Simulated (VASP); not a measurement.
# Si2Ni (Fm-3m) in VASP: a series of runs

Runs on Si2Ni. Level: PBEsol. Tasks: single point, relaxation of cell and atoms.

All numbers are computed with VASP 6.6.1; they aren't measurements. Logs are shortened: lines on timing, memory, paths and dates and some standing lists are left out, and cuts for length are marked.

## 1. The cell of the first run

It takes space group Fm-3m (No. 225, cubic). Conventional cell: a = 5.391 Å, b = 5.391 Å, c = 5.391 Å, α = 90.00°, β = 90.00°, γ = 90.00°. Within 3.1 Å of Si (site symmetry -43m) lie 4 Ni at 2.33 Å and 6 Si at 2.70 Å. Ni (site symmetry m-3m) has 8 Si at 2.33 Å within 3.1 Å.

## 2. Single point, PBEsol

INCAR

```
SYSTEM = Si2Ni
  ALGO = Normal
  EDIFF = 1E-6
  ENCUT = 520
  GGA = PS
  ISIF = 2
  ISMEAR = 0
  ISYM = 0
  LASPH = .True.
  LCHARG = .False.
  LREAL = .False.
  LWAVE = .False.
  NBANDS = 16
  NELM = 80
  PREC = Accurate
  SIGMA = 0.1
```

KPOINTS

```
k-points
0
Gamma
  9 9 13
  0 0 0
```

POSCAR

```
Si2Ni
1.0
    3.8123023665      0.0000000000      0.0000000000
    0.0000000000      3.8123023665      0.0000000000
    1.9061511833      1.9061511833      2.6957048553
Si Ni
2 1
Direct
    0.2500000000      0.7500000000      0.5000000000
    0.7500000000      0.2500000000      0.5000000000
    0.0000000000      0.0000000000      0.0000000000
```

Potentials or basis: VASP PAW PBE potentials, release 64 (Si, Ni).

Run with:

```sh
$ cat potpaw_PBE.64/Si/POTCAR potpaw_PBE.64/Ni/POTCAR > POTCAR
$ mpirun -np 1 vasp_std > vasp.out
```

OUTCAR:

```text
SYSTEM = Si2Ni
   EDIFF = 1E-6
   ENCUT = 520
   GGA = PS
   ISIF = 2
   ISMEAR = 0
   ISYM = 0
   LASPH = .True.
   LREAL = .False.
   NELM = 80
   PREC = Accurate

 ion  position               nearest neighbor table
   1  0.250  0.750  0.500-   3 2.33   3 2.33   3 2.33   3 2.33   2 2.70   2 2.70   2 2.70   2 2.70
                             2 2.70   2 2.70
   2  0.750  0.250  0.500-   3 2.33   3 2.33   3 2.33   3 2.33   1 2.70   1 2.70   1 2.70   1 2.70
                             1 2.70   1 2.70
   3  0.000  0.000  0.000-   2 2.33   1 2.33   2 2.33   1 2.33   1 2.33   2 2.33   1 2.33   2 2.33

IMPORTANT INFORMATION: All symmetrisations will be switched off!
NOSYMM: (Re-)initialisation of all symmetry stuff for point group C_1.

----------------------------------------------------------------------------------------

                                     Primitive cell

  volume of cell :      39.1784

  direct lattice vectors                    reciprocal lattice vectors
     3.812302366  0.000000000  0.000000000     0.262308680  0.000000000 -0.185480246
     0.000000000  3.812302366  0.000000000     0.000000000  0.262308680 -0.185480246
     1.906151183  1.906151183  2.695704855     0.000000000  0.000000000  0.370960492

  length of vectors
     3.812302366  3.812302366  3.812302367     0.321261210  0.321261210  0.370960492

  position of ions in fractional coordinates (direct lattice)
     0.250000000  0.750000000  0.500000000
     0.750000000  0.250000000  0.500000000
     0.000000000  0.000000000  0.000000000

  ion indices of the primitive-cell ions
   primitive index   ion index
                 1           1
                 2           2
                 3           3

----------------------------------------------------------------------------------------

 KPOINTS: k-points

Automatic generation of k-mesh.
 Grid dimensions read from file:
 generate k-points for:    9    9   13

 Generating k-lattice:

  Cartesian coordinates                     Fractional coordinates (reciprocal lattice)
     0.029145409  0.000000000 -0.020608916     0.111111111  0.000000000  0.000000000
     0.000000000  0.029145409 -0.020608916     0.000000000  0.111111111  0.000000000
     0.000000000  0.000000000  0.028535422     0.000000000  0.000000000  0.076923077

  Length of vectors
     0.035695690  0.035695690  0.028535422

  Shift w.r.t. Gamma in fractional coordinates (k-lattice)
     0.000000000  0.000000000  0.000000000

 -----------------------------------------------------------------------------
|                                                                             |
|           W    W    AA    RRRRR   N    N  II  N    N   GGGG   !!!           |
|           W    W   A  A   R    R  NN   N  II  NN   N  G    G  !!!           |
|           W    W  A    A  R    R  N N  N  II  N N  N  G       !!!           |
|           W WW W  AAAAAA  RRRRR   N  N N  II  N  N N  G  GGG   !            |
|           WW  WW  A    A  R   R   N   NN  II  N   NN  G    G                |
|           W    W  A    A  R    R  N    N  II  N    N   GGGG   !!!           |
|                                                                             |
|     Your reciprocal lattice and k-lattice belong to different lattice       |
|     classes:                                                                |
|                                                                             |
|        The reciprocal lattice is body-centered cubic,                       |
|        whereas your k-lattice is base-centered monoclinic.                  |
|                                                                             |
|     Results are often still useful ...                                      |
|                                                                             |
 -----------------------------------------------------------------------------

 WARNING: IBZKPT: internal override: KBLOWUP is changed to .FALSE.
      ... skipping the blow-up phase ...

 Subroutine IBZKPT returns following result:
 ===========================================

 Found    527 irreducible k-points:

 Following reciprocal coordinates:
            Coordinates               Weight
  0.000000  0.000000  0.000000      1.000000
  0.111111  0.000000 -0.000000      2.000000
  0.222222  0.000000  0.000000      2.000000
  0.333333  0.000000 -0.000000      2.000000
  0.444444  0.000000  0.000000      2.000000
  0.000000  0.111111 -0.000000      2.000000
[... 16 lines left out ...]
 -0.111111  0.222222  0.000000      2.000000
  0.000000  0.333333 -0.000000      2.000000
 [... further k-points ...]
   k-points           NKPTS =    527   k-points in BZ     NKDIM =    527   number of bands    NBANDS=     16
   number of dos      NEDOS =    301   number of ions     NIONS =      3
   total plane-waves  NPLWV =  21952
   dimension x,y,z NGX =    28 NGY =   28 NGZ =   28
   dimension x,y,z NGXF=    56 NGYF=   56 NGZF=   56
   ions per type =               2   1
   NGX,Y,Z   is equivalent  to a cutoff of  12.21, 12.21, 12.21 a.u.
   NGXF,Y,Z  is equivalent  to a cutoff of  24.42, 24.42, 24.42 a.u.
 SYSTEM =  Si2Ni
   PREC   = accura    normal or accurate (medium, high low for compatibility)
   ISTART =      0    job   : 0-new  1-cont  2-samecut
   ICHARG =      2    charge: 1-file 2-atom 10-const
   ISPIN  =      1    spin polarized calculation?
   LNONCOLLINEAR =      F non collinear calculations
   LSORBIT =      F    spin-orbit coupling
   LASPH  =      T    aspherical Exc in radial PAW
   ENCUT  =  520.0 eV  38.22 Ry    6.18 a.u.   7.09  7.09  7.09*2*pi/ulx,y,z
   NELM   =     80;   NELMIN=  2; NELMDL= -5     # of ELM steps
   EDIFF  = 0.1E-05   stopping-criterion for ELM
   LREAL  =      F    real-space projection
   EDIFFG = 0.1E-04   stopping-criterion for IOM
   NSW    =      0    number of steps for IOM
   IBRION =     -1    ionic relax: 0-MD 1-quasi-New 2-CG
   NFREE  =      0    steps in history (QN), initial steepest desc. (CG)
   ISIF   =      2    stress and relaxation
   ISYM   =      0    0-nonsym 1-usesym 2-fastsym
   POTIM  = 0.5000    time-step for ionic-motion
   TEBEG  =    0.0;   TEEND  =   0.0 temperature during run
   PSTRESS=    0.0 pullay stress
   NELECT =      18.0000    total number of electrons
   NUPDOWN=      -1.0000    fix difference up-down
   EMIN   =  10.00;   EMAX   =-10.00  energy-range for DOS
   EFERMI =   0.00;   METHOD = LEGACY
   ISMEAR =     0;   SIGMA  =   0.10  broadening in eV -4-tet -1-fermi 0-gaus
   EFERMI_NEDOS =   21; number of points for ismear=-14 and -15
   IALGO  =     38    algorithm
   IMIX   =      4    mixing-type and parameters
     AMIX     =   0.40;   BMIX     =  1.00
     AMIX_MAG =   1.60;   BMIX_MAG =  1.00
  volume/ion in A,a.u.               =      13.06        88.13
  Fermi-wavevector in a.u.,A,eV,Ry     =   1.263233  2.387163 21.711587  1.595757
  Thomas-Fermi vector in A             =   2.396600
   LORBIT       =      0    0 simple, 1 ext, 2 COOP (PROOUT), +10 PAW based schemes
   GGA     = PS    functional components
   LHFCALC =     F    Hartree Fock is set to
   AEXX    =    0.0000 exact exchange contribution
   IVDW    =     0    specifies the selected vdW correction
   LEPSILON=     F    determine dielectric tensor
   LRPA    =     F    only Hartree local field effects (RPA)
 non-spin polarized calculation
 Gauss-broadening in eV      SIGMA  =   0.10
  energy-cutoff  :      520.00
  volume of cell :       39.18
 maximum number of plane-waves:      1067
   NGX = 15   NGY = 15   NGZ = 15

 number of electron      17.9999996 magnetization

 Free energy of the ion-electron system (eV)
  ---------------------------------------------------
  ext. energy  EPLUGINS =         0.00000000
  ---------------------------------------------------
  free energy    TOTEN  =       -18.98353163 eV

  energy without entropy =      -18.97914604  energy(sigma->0) =      -18.98133883

 E-fermi :  10.5215     XC(G=0): -11.7353

 val. band max:       10.4904063264   @ k =  -0.4444  -0.4444   0.1538
 cond. band min:      10.5288793499   @ k =   0.1111   0.0000   0.3077
 fundamental gap:      0.0384730235
 Fermi energy:        10.5215171007

 k-point     1 :       0.0000    0.0000    0.0000
  band No.  band energies     occupation
      1      -3.4487      2.00000
      2       5.2136      2.00000
      3       5.2167      2.00000
      4       5.2177      2.00000
      5       6.9193      2.00000
      6       6.9231      2.00000
[... 8 lines left out ...]
     15      15.2088      0.00000
     16      15.2091      0.00000

 k-point     2 :       0.1111    0.0000   -0.0000
  band No.  band energies     occupation
      1      -3.2644      2.00000
      2       4.8555      2.00000
      3       5.2718      2.00000
      4       5.2749      2.00000
      5       6.8862      2.00000
      6       6.8898      2.00000
[... 8 lines left out ...]
     15      14.6953      0.00000
     16      14.9221      0.00000

 k-point     3 :       0.2222    0.0000    0.0000
  band No.  band energies     occupation
      1      -2.7173      2.00000
      2       3.8672      2.00000
      3       5.4164      2.00000
      4       5.4191      2.00000
      5       6.8389      2.00000
      6       6.8420      2.00000
[... 8 lines left out ...]
     15      15.5276      0.00000
     16      16.2418      0.00000

 k-point     4 :       0.3333    0.0000   -0.0000
  band No.  band energies     occupation
      1      -1.8271      2.00000
      2       2.4500      2.00000
      3       5.5612      2.00000
      4       5.5630      2.00000
      5       6.8961      2.00000
      6       6.8983      2.00000
[... 8 lines left out ...]
     15      17.2408      0.00000
     16      17.9337      0.00000
[... 324 lines left out ...]
 k-point    22 :      -0.2222    0.2222    0.0000
  band No.  band energies     occupation
      1      -2.4744      2.00000
      2       4.1743      2.00000
      3       5.3303      2.00000
      4       5.3332      2.00000
      5       6.1931      2.00000
      6       7.0888      2.00000
[... 8 lines left out ...]
     15      17.5919      0.00000
     16      17.5935      0.00000

 k-point    23 :      -0.1111    0.2222    0.0000
  band No.  band energies     occupation
      1      -2.7770      2.00000
      2       4.2129      2.00000
      3       5.3141      2.00000
      4       5.3668      2.00000
      5       6.5913      2.00000
      6       6.9974      2.00000
[... 8 lines left out ...]
     15      16.3529      0.00000
     16      16.5664      0.00000

 k-point    24 :       0.0000    0.3333   -0.0000
  band No.  band energies     occupation
      1      -1.8271      2.00000
      2       2.4500      2.00000
      3       5.5612      2.00000
      4       5.5630      2.00000
      5       6.8961      2.00000
      6       6.8983      2.00000
[... 8 lines left out ...]
     15      17.2408      0.00000
     16      17.9337      0.00000

 [... further k-points ...]
[... 5 lines left out ...]
  --------------------------------------------------------------------------------------
  -------------------------------------------------------------------------------------
  Total        0.0130283      0.0130218      0.0807167      0.0102794      0.0048983      0.0048920
  in kB        0.5327835      0.5325197      3.3008599      0.4203703      0.2003124      0.2000537
  external PRESSURE =       1.4553877 kB  Pullay stress =       0.0000000 kB

 VOLUME and BASIS-vectors are now :
 -----------------------------------------------------------------------------
  energy-cutoff  :      520.00
  volume of cell :       39.18
      direct lattice vectors                 reciprocal lattice vectors
     3.812302366  0.000000000  0.000000000     0.262308680  0.000000000 -0.185480246
     0.000000000  3.812302366  0.000000000     0.000000000  0.262308680 -0.185480246
     1.906151183  1.906151183  2.695704855     0.000000000  0.000000000  0.370960492

 POSITION                                       TOTAL-FORCE (eV/Angst)
 -----------------------------------------------------------------------------------
      1.90615      3.81230      1.34785         0.010147     -0.010147      0.000000
      3.81230      1.90615      1.34785        -0.010147      0.010147      0.000000
      0.00000      0.00000      0.00000         0.000000      0.000000     -0.000000
 -----------------------------------------------------------------------------------
    total drift:                                0.000000      0.000000     -0.000000

  FREE ENERGIE OF THE ION-ELECTRON SYSTEM (eV)
  ---------------------------------------------------
  free  energy   TOTEN  =       -18.9835316293 eV

  energy  without entropy=      -18.9791460361  energy(sigma->0) =      -18.98133883
```

It took 2.6 min on 1 thread of Intel Xeon 6975P-C (Granite Rapids), shared host; peak memory 0.41 GiB.

Results:

```
Free energy            : -18.9835 eV
Pressure               : 0.1 GPa
Band gap on the k mesh : zero (band 9 reaches 12.21 eV, above the bottom of band 10 at 10.08 eV)
```

Caveat: the PAW data sets were made with another functional, which shifts forces and pressure a little. Spin polarisation is off, so any magnetic state and its effect on volume and gap are missing.

(Continued in part 2 of 2.)
